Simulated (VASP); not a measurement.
# Mn3Sn (Pm-3n) in VASP: single point with PBE

Aim: the single point of Mn3Sn with PBE.

Program: VASP 6.6.1. These are calculated values, not measurements. Logs are shortened: lines on timing, memory, paths and dates and some standing lists are left out, and cuts for length are marked.

## (1) The cell of the first run

Symmetry: Pm-3n, No. 223, cubic system. Conventional cell: a = 4.889 Å, b = 4.889 Å, c = 4.889 Å, α = 90.00°, β = 90.00°, γ = 90.00°. Within 3.2 Å of Mn (site symmetry -4m2) lie 10 Mn at 2.44 to 2.99 Å and 4 Sn at 2.73 Å. Sn (site symmetry m-3) has 12 Mn at 2.73 Å within 3.6 Å.

## (2) Single point, PBE, collinear spin, ferromagnetic start

INCAR reads:

```
  PREC = Accurate
  ENCUT = 500
  EDIFF = 1E-6
  ISMEAR = 0
  SIGMA = 0.1
  LREAL = False
  LASPH = True
  NELM = 200
  ALGO = Normal
  ISIF = 2
  LWAVE = False
  LCHARG = True
  ISPIN = 2
  MAGMOM = 4 4 4 4 4 4 0 0
  LORBIT = 11
  LMAXMIX = 4
  GGA = PE
  LELF = True
  LVHAR = True
  NBANDS = 67
  GGA_COMPAT = False
```

KPOINTS reads:

```
regular mesh
0
Gamma
  4 4 4
```

POSCAR reads:

```
Mn3Sn
1.0
    4.8888974742      0.0000000000      0.0000000000
    0.0000000000      4.8888974742      0.0000000000
    0.0000000000      0.0000000000      4.8888974742
Mn Sn
6 2
Direct
    0.0000000000      0.5000000000      0.2500000000
    0.0000000000      0.5000000000      0.7500000000
    0.2500000000      0.0000000000      0.5000000000
    0.7500000000      0.0000000000      0.5000000000
    0.5000000000      0.7500000000      0.0000000000
    0.5000000000      0.2500000000      0.0000000000
    0.0000000000      0.0000000000      0.0000000000
    0.5000000000      0.5000000000      0.5000000000
```

Potentials or basis: VASP PAW PBE potentials, release 64 (Mn_pv, Sn_d).

The run is started by

```bash
$ cat potpaw_PBE.64/Mn_pv/POTCAR potpaw_PBE.64/Sn_d/POTCAR > POTCAR
$ mpirun -np 1 vasp_std > vasp.out
```

OUTCAR:

```text
PREC = Accurate
   ENCUT = 500
   EDIFF = 1E-6
   ISMEAR = 0
   LREAL = False
   LASPH = True
   NELM = 200
   ISIF = 2
   ISPIN = 2
   LORBIT = 11
   GGA = PE

 ion  position               nearest neighbor table
   1  0.000  0.500  0.250-   2 2.44   2 2.44   8 2.73   7 2.73   7 2.73   8 2.73   4 2.99   5 2.99
                             3 2.99   4 2.99   6 2.99   5 2.99   6 2.99   3 2.99
   2  0.000  0.500  0.750-   1 2.44   1 2.44   8 2.73   7 2.73   7 2.73   8 2.73   4 2.99   5 2.99
                             3 2.99   4 2.99   6 2.99   5 2.99   6 2.99   3 2.99
   3  0.250  0.000  0.500-   4 2.44   4 2.44   8 2.73   7 2.73   8 2.73   7 2.73   1 2.99   5 2.99
                             6 2.99   5 2.99   1 2.99   2 2.99   6 2.99   2 2.99
   4  0.750  0.000  0.500-   3 2.44   3 2.44   8 2.73   7 2.73   8 2.73   7 2.73   1 2.99   5 2.99
                             6 2.99   5 2.99   1 2.99   2 2.99   6 2.99   2 2.99
   5  0.500  0.750  0.000-   6 2.44   6 2.44   8 2.73   8 2.73   7 2.73   7 2.73   3 2.99   3 2.99
                             4 2.99   4 2.99   1 2.99   1 2.99   2 2.99   2 2.99
   6  0.500  0.250  0.000-   5 2.44   5 2.44   8 2.73   8 2.73   7 2.73   7 2.73   3 2.99   3 2.99
                             4 2.99   4 2.99   1 2.99   1 2.99   2 2.99   2 2.99
   7  0.000  0.000  0.000-   1 2.73   2 2.73   3 2.73   4 2.73   5 2.73   6 2.73   3 2.73   4 2.73
                             1 2.73   2 2.73   5 2.73   6 2.73
   8  0.500  0.500  0.500-   1 2.73   2 2.73   3 2.73   4 2.73   5 2.73   6 2.73   5 2.73   6 2.73
                             3 2.73   4 2.73   1 2.73   2 2.73

  LATTYP: Found a simple cubic cell.
 ALAT       =     4.8888974742

  Lattice vectors:

 A1 = (   4.8888974742,   0.0000000000,   0.0000000000)
 A2 = (   0.0000000000,   4.8888974742,   0.0000000000)
 A3 = (   0.0000000000,   0.0000000000,   4.8888974742)

Analysis of symmetry for initial positions (statically):
=====================================================================
 Subroutine PRICEL returns:
 Original cell was already a primitive cell.

 Routine SETGRP: Setting up the symmetry group for a
 simple cubic supercell.

 Subroutine GETGRP returns: Found 48 space group operations
 (whereof 24 operations were pure point group operations)
 out of a pool of 48 trial point group operations.

The static configuration has the point symmetry T_h .
 The point group associated with its full space group is O_h .

Analysis of symmetry for dynamics (positions and initial velocities):
=====================================================================
 Subroutine PRICEL returns:
 Original cell was already a primitive cell.

 Routine SETGRP: Setting up the symmetry group for a
 simple cubic supercell.

 Subroutine GETGRP returns: Found 48 space group operations
 (whereof 24 operations were pure point group operations)
 out of a pool of 48 trial point group operations.

[... 163 lines left out ...]

 val. band max:        9.6091386604   @ k =   0.2500   0.2500   0.0000
 cond. band min:       9.6631312484   @ k =   0.5000   0.5000   0.2500
 fundamental gap:      0.0539925879
 Fermi energy:         9.6150893708

 spin component 1

 k-point     1 :       0.0000    0.0000    0.0000
  band No.  band energies     occupation
      1     -39.3187      1.00000
      2     -39.3187      1.00000
      3     -39.3187      1.00000
      4     -39.3144      1.00000
      5     -39.3144      1.00000
      6     -39.2853      1.00000
[... 669 lines left out ...]
     64       9.4230      0.99670
     65       9.5915      0.63049
 Fermi energy:         9.6150893708

 spin component 2

 k-point     1 :       0.0000    0.0000    0.0000
  band No.  band energies     occupation
      1     -36.5565      1.00000
      2     -36.5565      1.00000
      3     -36.5227      1.00000
      4     -36.3770      1.00000
      5     -36.3770      1.00000
      6     -36.3770      1.00000
[... 669 lines left out ...]
     64      11.9280      0.00000
     65      12.2242      0.00000
 [bands above 65 left out]

------------------------ aborting loop because EDIFF is reached ----------------------------------------

  FORCE on cell =-STRESS in cart. coord.  units (eV):
  Direction    XX          YY          ZZ          XY          YZ          ZX
  --------------------------------------------------------------------------------------
  -------------------------------------------------------------------------------------
  Total        2.2318943      2.2318943      2.2318943      0.0000000      0.0000000      0.0000000
  in kB       30.6021131     30.6021131     30.6021131      0.0000000      0.0000000      0.0000000
  external PRESSURE =      30.6021131 kB  Pullay stress =       0.0000000 kB

 VOLUME and BASIS-vectors are now :
 -----------------------------------------------------------------------------
  energy-cutoff  :      500.00
  volume of cell :      116.85
      direct lattice vectors                 reciprocal lattice vectors
     4.888897474  0.000000000  0.000000000     0.204545095  0.000000000  0.000000000
     0.000000000  4.888897474  0.000000000     0.000000000  0.204545095  0.000000000
     0.000000000  0.000000000  4.888897474     0.000000000  0.000000000  0.204545095

 POSITION                                       TOTAL-FORCE (eV/Angst)
 -----------------------------------------------------------------------------------
      0.00000      2.44445      1.22222         0.000000     -0.000000     -0.000000
      0.00000      2.44445      3.66667         0.000000      0.000000      0.000000
      1.22222      0.00000      2.44445         0.000000      0.000000      0.000000
      3.66667      0.00000      2.44445        -0.000000     -0.000000     -0.000000
      2.44445      3.66667      0.00000        -0.000000      0.000000     -0.000000
      2.44445      1.22222      0.00000        -0.000000     -0.000000      0.000000
      0.00000      0.00000      0.00000        -0.000000      0.000000      0.000000
      2.44445      2.44445      2.44445        -0.000000      0.000000      0.000000
 -----------------------------------------------------------------------------------
    total drift:                                0.000000      0.000000     -0.000000

  FREE ENERGIE OF THE ION-ELECTRON SYSTEM (eV)
  ---------------------------------------------------
  free  energy   TOTEN  =       -59.3187580232 eV

  energy  without entropy=      -59.2520456678  energy(sigma->0) =      -59.28540185

 total charge

# of ion       s       p       d       tot
------------------------------------------
    1        0.304   6.259   5.123  11.685
    2        0.304   6.259   5.123  11.685
    3        0.304   6.259   5.123  11.685
    4        0.304   6.259   5.123  11.685
    5        0.304   6.259   5.123  11.685
    6        0.304   6.259   5.123  11.685
    7        1.083   1.448  10.071  12.602
    8        1.083   1.448  10.071  12.602
--------------------------------------------------
tot          3.988  40.448  50.879  95.315

 magnetization (x)

# of ion       s       p       d       tot
------------------------------------------
    1       -0.001   0.001   2.705   2.705
    2       -0.001   0.001   2.705   2.705
    3       -0.001   0.001   2.705   2.705
    4       -0.001   0.001   2.705   2.705
    5       -0.001   0.001   2.705   2.705
    6       -0.001   0.001   2.705   2.705
    7       -0.038  -0.163   0.023  -0.179
    8       -0.038  -0.163   0.023  -0.179
--------------------------------------------------
tot         -0.084  -0.317  16.273  15.871
```

OSZICAR:

```text
N       E                     dE             d eps       ncg     rms          rms(c)
DAV:   1     0.143063045880E+04    0.14306E+04   -0.55012E+04  2736   0.240E+03
DAV:   2     0.123887861075E+03   -0.13067E+04   -0.12702E+04  2680   0.694E+02
DAV:   3    -0.515365340180E+02   -0.17542E+03   -0.16389E+03  2713   0.233E+02
DAV:   4    -0.626738958639E+02   -0.11137E+02   -0.10897E+02  3103   0.604E+01
DAV:   5    -0.630093257347E+02   -0.33543E+00   -0.33461E+00  3385   0.114E+01    0.298E+01
DAV:   6    -0.599387424444E+02    0.30706E+01   -0.63514E+01  2854   0.427E+01    0.175E+01
DAV:   7    -0.593904972928E+02    0.54825E+00   -0.94972E+00  2835   0.184E+01    0.760E+00
DAV:   8    -0.593636410364E+02    0.26856E-01   -0.40752E-01  3104   0.279E+00    0.327E+00
DAV:   9    -0.593187676882E+02    0.44873E-01   -0.19098E-01  2923   0.228E+00    0.744E-01
DAV:  10    -0.593189263451E+02   -0.15866E-03   -0.17534E-02  2860   0.891E-01    0.304E-01
DAV:  11    -0.593185200120E+02    0.40633E-03   -0.21592E-03  3427   0.303E-01    0.156E-01
DAV:  12    -0.593187165485E+02   -0.19654E-03   -0.23287E-04  2937   0.105E-01    0.856E-02
DAV:  13    -0.593187492448E+02   -0.32696E-04   -0.95155E-05  3236   0.540E-02    0.443E-02
DAV:  14    -0.593187578759E+02   -0.86312E-05   -0.40379E-05  3015   0.312E-02    0.224E-02
DAV:  15    -0.593187580232E+02   -0.14723E-06   -0.86257E-06  2501   0.147E-02
   1 F= -.59318758E+02 E0= -.59285402E+02  d E =-.667124E-01  mag=    16.1193
```

stdout:

```text
POSCAR found type information on POSCAR MnSn
 POSCAR found :  2 types and       8 ions
 scaLAPACK will be used
 LDA part: xc-table for (Slater+PW92), standard interpolation
 POSCAR, INCAR and KPOINTS ok, starting setup
 FFT: planning ... GRIDC
 FFT: planning ... GRID_SOFT
 FFT: planning ... GRID
 WAVECAR not read
 entering main loop
```

It took 2.1 min on 1 thread of Intel Xeon Platinum 8488C (Sapphire Rapids), shared host; peak memory 0.29 GiB.

What came out:

- Free energy: -59.3188 eV
- Pressure: 3.1 GPa
- Net moment: 16.12 μB per cell
- Site moments: Mn +2.71; Sn -0.18 μB
- Valence electrons inside the program's atomic spheres: Mn 11.69; Sn 12.60

Caveat: spin-orbit coupling is left out, which moves the levels of the heavy elements.
